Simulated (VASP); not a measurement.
# Bi (P6_3/mmc) in VASP: a series of runs

Bi is run at these levels: LDA; tasks: single point.

All numbers are computed with VASP 6.6.1; they aren't measurements. Logs are shortened: lines on timing, memory, paths and dates and some standing lists are left out, and cuts for length are marked.

### Step 1. The cell of the first run

It takes space group P6_3/mmc (No. 194, hexagonal). Conventional cell: a = 3.443 Å, b = 3.443 Å, c = 11.475 Å, α = 90.00°, β = 90.00°, γ = 120.00°. Bi (site symmetry -3m) has 12 Bi at 3.44 to 3.49 Å within 4.5 Å. Bi (site symmetry -6m2) has 12 Bi at 3.44 to 3.49 Å within 4.5 Å.

This isn't the form of Bi at room conditions, which is rhombohedral.

### Step 2. Single point, LDA (29.46 Å³/atom)

Input file INCAR:

```
SYSTEM = Bi
PREC = Accurate
ENCUT = 520
EDIFF = 1E-6
ISMEAR = -1
SIGMA = 0.1
LREAL = .False.
LASPH = .True.
NELM = 60
ALGO = Normal
ISIF = 2
LWAVE = .False.
LCHARG = .True.
GGA = CA
LELF = .True.
LVHAR = .True.
NBANDS = 38
```

Input file KPOINTS:

```
regular mesh
0
Gamma
  12 12 3
  0 0 0
```

Input file POSCAR:

```
Bi
1.0
    3.4433446874      0.0000000000      0.0000000000
   -1.7216723437      2.9820239732      0.0000000000
    0.0000000000      0.0000000000     11.4752479157
Bi
4
Direct
    0.0000000000      0.0000000000      0.0000000000
    0.0000000000      0.0000000000      0.5000000000
    0.3333333333      0.6666666667      0.2500000000
    0.6666666667      0.3333333333      0.7500000000
```

Potentials or basis: VASP PAW LDA potentials, release 64 (Bi_d).

Run with:

```bash
> cat potpaw_LDA.64/Bi_d/POTCAR > POTCAR
> mpirun -np 1 vasp_std > vasp.out
```

OUTCAR:

```text
SYSTEM = Bi
   PREC = Accurate
   ENCUT = 520
   EDIFF = 1E-6
   ISMEAR = -1
   LREAL = .False.
   LASPH = .True.
   NELM = 60
   ISIF = 2
   GGA = CA

 ion  position               nearest neighbor table
   1  0.000  0.000  0.000-   3 3.49   4 3.49   3 3.49   4 3.49   4 3.49   3 3.49
   2  0.000  0.000  0.500-   3 3.49   4 3.49   3 3.49   4 3.49   4 3.49   3 3.49
   3  0.333  0.667  0.250-   1 3.49   2 3.49   1 3.49   2 3.49   1 3.49   2 3.49
   4  0.667  0.333  0.750-   1 3.49   2 3.49   1 3.49   2 3.49   1 3.49   2 3.49

  LATTYP: Found a hexagonal cell.
 ALAT       =     3.4433446874
 C/A-ratio  =     3.3325876313

  Lattice vectors:

 A1 = (   3.4433446874,   0.0000000000,   0.0000000000)
 A2 = (  -1.7216723437,   2.9820239732,   0.0000000000)
 A3 = (   0.0000000000,   0.0000000000,  11.4752479157)

Analysis of symmetry for initial positions (statically):
=====================================================================
 Subroutine PRICEL returns:
 Original cell was already a primitive cell.

 Routine SETGRP: Setting up the symmetry group for a
 hexagonal supercell.

 Subroutine GETGRP returns: Found 24 space group operations
 (whereof 12 operations were pure point group operations)
 out of a pool of 24 trial point group operations.

The static configuration has the point symmetry D_3d.
 The point group associated with its full space group is D_6h.

Analysis of symmetry for dynamics (positions and initial velocities):
=====================================================================
 Subroutine PRICEL returns:
 Original cell was already a primitive cell.

 Routine SETGRP: Setting up the symmetry group for a
 hexagonal supercell.

 Subroutine GETGRP returns: Found 24 space group operations
 (whereof 12 operations were pure point group operations)
 out of a pool of 24 trial point group operations.

The dynamic configuration has the point symmetry D_3d.
 The point group associated with its full space group is D_6h.

 Subroutine INISYM returns: Found 24 space group operations
 (whereof 12 operations are pure point group operations),
 and found     1 'primitive' translations

----------------------------------------------------------------------------------------

                                     Primitive cell

  volume of cell :     117.8294

  direct lattice vectors                    reciprocal lattice vectors
     3.443344687  0.000000000  0.000000000     0.290415306  0.167671355  0.000000000
    -1.721672344  2.982023973  0.000000000     0.000000000  0.335342710  0.000000000
     0.000000000  0.000000000 11.475247916     0.000000000  0.000000000  0.087144087

  length of vectors
     3.443344687  3.443344687 11.475247916     0.335342710  0.335342710  0.087144087

  position of ions in fractional coordinates (direct lattice)
     0.000000000  0.000000000  0.000000000
     0.000000000  0.000000000  0.500000000
     0.333333333  0.666666667  0.250000000
     0.666666667  0.333333333  0.750000000

  ion indices of the primitive-cell ions
   primitive index   ion index
                 1           1
                 2           2
                 3           3
                 4           4

----------------------------------------------------------------------------------------

 KPOINTS: regular mesh

Automatic generation of k-mesh.
 Grid dimensions read from file:
 generate k-points for:   12   12    3

 Generating k-lattice:

  Cartesian coordinates                     Fractional coordinates (reciprocal lattice)
     0.024201275  0.013972613  0.000000000     0.083333333  0.000000000  0.000000000
     0.000000000  0.027945226  0.000000000     0.000000000  0.083333333  0.000000000
     0.000000000  0.000000000  0.029048029     0.000000000  0.000000000  0.333333333

  Length of vectors
     0.027945226  0.027945226  0.029048029

  Shift w.r.t. Gamma in fractional coordinates (k-lattice)
     0.000000000  0.000000000  0.000000000

 Subroutine IBZKPT returns following result:
 ===========================================

 Found     38 irreducible k-points:

 Following reciprocal coordinates:
            Coordinates               Weight
  0.000000  0.000000  0.000000      1.000000
  0.083333  0.000000  0.000000      6.000000
  0.166667  0.000000  0.000000      6.000000
  0.250000  0.000000  0.000000      6.000000
  0.333333  0.000000  0.000000      6.000000
  0.416667  0.000000  0.000000      6.000000
[... 16 lines left out ...]
  0.250000  0.000000  0.333333     12.000000
  0.333333  0.000000  0.333333     12.000000
 [... further k-points ...]
   k-points           NKPTS =     38   k-points in BZ     NKDIM =     38   number of bands    NBANDS=     38
   number of dos      NEDOS =    301   number of ions     NIONS =      4
   total plane-waves  NPLWV =  70560
   dimension x,y,z NGX =    28 NGY =   28 NGZ =   90
   dimension x,y,z NGXF=    56 NGYF=   56 NGZF=  180
   ions per type =               4
   NGX,Y,Z   is equivalent  to a cutoff of  13.52, 13.52, 13.04 a.u.
   NGXF,Y,Z  is equivalent  to a cutoff of  27.04, 27.04, 26.08 a.u.
 SYSTEM =  Bi
   PREC   = accura    normal or accurate (medium, high low for compatibility)
   ISTART =      0    job   : 0-new  1-cont  2-samecut
   ICHARG =      2    charge: 1-file 2-atom 10-const
   ISPIN  =      1    spin polarized calculation?
   LNONCOLLINEAR =      F non collinear calculations
   LSORBIT =      F    spin-orbit coupling
   LASPH  =      T    aspherical Exc in radial PAW
   ENCUT  =  520.0 eV  38.22 Ry    6.18 a.u.   6.40  6.40 21.34*2*pi/ulx,y,z
   NELM   =     60;   NELMIN=  2; NELMDL= -5     # of ELM steps
   EDIFF  = 0.1E-05   stopping-criterion for ELM
   LREAL  =      F    real-space projection
   EDIFFG = 0.1E-04   stopping-criterion for IOM
   NSW    =      0    number of steps for IOM
   IBRION =     -1    ionic relax: 0-MD 1-quasi-New 2-CG
   NFREE  =      0    steps in history (QN), initial steepest desc. (CG)
   ISIF   =      2    stress and relaxation
   ISYM   =      2    0-nonsym 1-usesym 2-fastsym
   POTIM  = 0.5000    time-step for ionic-motion
   TEBEG  =    0.0;   TEEND  =   0.0 temperature during run
   PSTRESS=    0.0 pullay stress
   NELECT =      60.0000    total number of electrons
   NUPDOWN=      -1.0000    fix difference up-down
   EMIN   =  10.00;   EMAX   =-10.00  energy-range for DOS
   EFERMI =   0.00;   METHOD = LEGACY
   ISMEAR =    -1;   SIGMA  =   0.10  broadening in eV -4-tet -1-fermi 0-gaus
   EFERMI_NEDOS =   21; number of points for ismear=-14 and -15
   IALGO  =     38    algorithm
   IMIX   =      4    mixing-type and parameters
     AMIX     =   0.40;   BMIX     =  1.00
     AMIX_MAG =   1.60;   BMIX_MAG =  1.00
  volume/ion in A,a.u.               =      29.46       198.79
  Fermi-wavevector in a.u.,A,eV,Ry     =   1.307296  2.470432 23.252676  1.709023
  Thomas-Fermi vector in A             =   2.438040
   LORBIT       =      0    0 simple, 1 ext, 2 COOP (PROOUT), +10 PAW based schemes
   GGA     = CA    functional components
   LHFCALC =     F    Hartree Fock is set to
   AEXX    =    0.0000 exact exchange contribution
   IVDW    =     0    specifies the selected vdW correction
   LEPSILON=     F    determine dielectric tensor
   LRPA    =     F    only Hartree local field effects (RPA)
 non-spin polarized calculation
  energy-cutoff  :      520.00
  volume of cell :      117.83
 maximum number of plane-waves:      3207
 NGX is ok and might be reduce to    28
   NGX = 13   NGY = 13   NGZ = 43

 number of electron      60.0000008 magnetization

 Free energy of the ion-electron system (eV)
  ---------------------------------------------------
  ext. energy  EPLUGINS =         0.00000000
  ---------------------------------------------------
  free energy    TOTEN  =       -17.80465549 eV

  energy without entropy =      -17.72442459  energy(sigma->0) =      -17.76454004

 E-fermi :   8.4453     XC(G=0): -10.7944

 val. band max:        8.4308337973   @ k =   0.4167   0.0000   0.0000
 cond. band min:       8.4470289161   @ k =   0.1667   0.0833   0.3333
 fundamental gap:      0.0161951187
 Fermi energy:         8.4452741987

 k-point     1 :       0.0000    0.0000    0.0000
  band No.  band energies     occupation
      1     -14.6179      2.00000
      2     -14.6140      2.00000
      3     -14.6140      2.00000
      4     -14.6129      2.00000
      5     -14.6073      2.00000
      6     -14.6073      2.00000
[... 30 lines left out ...]
     37      16.1572      0.00000
     38      16.4395      0.00000

 k-point     2 :       0.0833    0.0000    0.0000
  band No.  band energies     occupation
      1     -14.6200      2.00000
      2     -14.6165      2.00000
      3     -14.6131      2.00000
      4     -14.6104      2.00000
      5     -14.6044      2.00000
      6     -14.6016      2.00000
[... 30 lines left out ...]
     37      16.2933      0.00000
     38      16.7020      0.00000

 k-point     3 :       0.1667    0.0000    0.0000
  band No.  band energies     occupation
      1     -14.6380      2.00000
      2     -14.6261      2.00000
      3     -14.6208      2.00000
      4     -14.6012      2.00000
      5     -14.5950      2.00000
      6     -14.5917      2.00000
[... 30 lines left out ...]
     37      15.2697      0.00000
     38      15.8987      0.00000

 k-point     4 :       0.2500    0.0000    0.0000
  band No.  band energies     occupation
      1     -14.6599      2.00000
      2     -14.6397      2.00000
      3     -14.6325      2.00000
      4     -14.6027      2.00000
      5     -14.5955      2.00000
      6     -14.5917      2.00000
[... 30 lines left out ...]
     37      14.4455      0.00000
     38      15.0813      0.00000
[... 703 lines left out ...]
      4     -14.6023      2.00000
      5     -14.5952      2.00000
      6     -14.5899      2.00000
[... 30 lines left out ...]
     37      15.2913      0.00000
     38      15.4515      0.00000

 k-point    23 :       0.2500    0.0000    0.3333
  band No.  band energies     occupation
      1     -14.6576      2.00000
      2     -14.6497      2.00000
      3     -14.6207      2.00000
      4     -14.6076      2.00000
      5     -14.5922      2.00000
      6     -14.5812      2.00000
[... 30 lines left out ...]
     37      14.5134      0.00000
     38      14.6116      0.00000

 k-point    24 :       0.3333    0.0000    0.3333
  band No.  band energies     occupation
      1     -14.6765      2.00000
      2     -14.6655      2.00000
      3     -14.6292      2.00000
      4     -14.6149      2.00000
      5     -14.6080      2.00000
      6     -14.5954      2.00000
[... 30 lines left out ...]
     37      13.9819      0.00000
     38      14.0464      0.00000

 [... further k-points ...]

------------------------ aborting loop because EDIFF is reached ----------------------------------------

  FORCE on cell =-STRESS in cart. coord.  units (eV):
  Direction    XX          YY          ZZ          XY          YZ          ZX
  --------------------------------------------------------------------------------------
  -------------------------------------------------------------------------------------
  Total       -0.1562396     -0.1562396      0.0992391      0.0000000      0.0000000     -0.0000000
  in kB       -2.1244575     -2.1244575      1.3493972      0.0000000      0.0000000     -0.0000000
  external PRESSURE =      -0.9665059 kB  Pullay stress =       0.0000000 kB

 VOLUME and BASIS-vectors are now :
 -----------------------------------------------------------------------------
  energy-cutoff  :      520.00
  volume of cell :      117.83
      direct lattice vectors                 reciprocal lattice vectors
     3.443344687  0.000000000  0.000000000     0.290415306  0.167671355  0.000000000
    -1.721672344  2.982023973  0.000000000     0.000000000  0.335342710  0.000000000
     0.000000000  0.000000000 11.475247916     0.000000000  0.000000000  0.087144087

 POSITION                                       TOTAL-FORCE (eV/Angst)
 -----------------------------------------------------------------------------------
      0.00000      0.00000      0.00000         0.000000      0.000000      0.000000
      0.00000      0.00000      5.73762         0.000000      0.000000      0.000000
     -0.00000      1.98802      2.86881        -0.000000      0.000000      0.000000
      1.72167      0.99401      8.60644         0.000000     -0.000000     -0.000000
 -----------------------------------------------------------------------------------
    total drift:                                0.000000     -0.000000      0.000000

  FREE ENERGIE OF THE ION-ELECTRON SYSTEM (eV)
  ---------------------------------------------------
  free  energy   TOTEN  =       -17.8046554941 eV

  energy  without entropy=      -17.7244245916  energy(sigma->0) =      -17.76454004
```

It took 1.7 min on 1 thread of Intel Xeon Platinum 8488C (Sapphire Rapids), shared host; peak memory 0.26 GiB.

Results:

| Quantity | Value |
| --- | --- |
| Free energy | -17.8047 eV |
| Pressure | -0.1 GPa |
| Band gap on the k mesh | zero (bands 30 and 31 overlap by 6.57 eV) |

Levels at points of the mesh, in eV from the Fermi level:
| k point | band 26 | band 27 | band 28 | band 29 | band 30 | band 31 | band 32 | band 33 | band 34 | band 35 |
| --- | --- | --- | --- | --- | --- | --- | --- | --- | --- | --- |
| (0.00, 0.00, 0.00) | -1.28 | -1.27 | 3.78 | 3.78 | 4.50 | 4.50 | 4.52 | 4.52 | 5.02 | 5.39 |
| (0.50, 0.00, 0.00) | -5.17 | -4.08 | -3.63 | -1.59 | -0.81 | 0.50 | 1.55 | 1.70 | 1.72 | 2.55 |

Caveat: spin-orbit coupling is left out, which moves the levels of the heavy elements.

### Step 3. Single point, LDA (30.64 Å³/atom)

This run uses another cell than the first one, of 30.64 Å³/atom.

Input file INCAR:

```
SYSTEM = Bi
ALGO = Normal
EDIFF = 1E-7
ENCUT = 520
ISIF = 2
ISMEAR = -1
LASPH = .True.
LCHARG = .True.
LELF = .True.
LREAL = .False.
LVHAR = .True.
LWAVE = .False.
NBANDS = 38
NELM = 60
PREC = Accurate
SIGMA = 0.1
```

Input file KPOINTS:

```
k-points
0
Gamma
  12 12 3
  0 0 0
```

Input file POSCAR:

```
Bi
1.0
    3.4886570506      0.0000000000      0.0000000000
   -1.7443285253      3.0212656309      0.0000000000
    0.0000000000      0.0000000000     11.6262553369
Bi
4
Direct
    0.0000000000      0.0000000000      0.0000000000
    0.0000000000      0.0000000000      0.5000000000
    0.3333333333      0.6666666667      0.2500000000
    0.6666666667      0.3333333333      0.7500000000
```

Potentials or basis: VASP PAW LDA potentials, release 64 (Bi_d).

Run with:

```bash
> cat potpaw_LDA.64/Bi_d/POTCAR > POTCAR
> mpirun -np 1 vasp_std > vasp.out
```

Run time: 2.1 min. Hardware: 1 thread of Intel Xeon Platinum 8488C (Sapphire Rapids), shared host; peak memory 0.27 GiB.

Results (log left out):

| Property | Result |
| --- | --- |
| Free energy | -17.7701 eV |
| Pressure | -2.4 GPa |
| Band gap on the k mesh | zero (bands 30 and 31 overlap by 6.25 eV) |

Stress tensor (GPa, compression positive):
```
-2.51  0.00  0.00
 0.00 -2.51  0.00
 0.00  0.00 -2.05
```

Levels at points of the mesh, in eV from the Fermi level:
```csv
k point,band 27,band 28,band 29,band 30,band 31,band 32,band 33,band 34
"(0.00, 0.00, 0.00)",-1.26,3.59,3.59,4.27,4.27,4.29,4.29,4.76
"(0.50, 0.00, 0.00)",-3.93,-3.50,-1.51,-0.77,0.49,1.47,1.64,1.65
```

Caveat: spin-orbit coupling is left out, which moves the levels of the heavy elements.
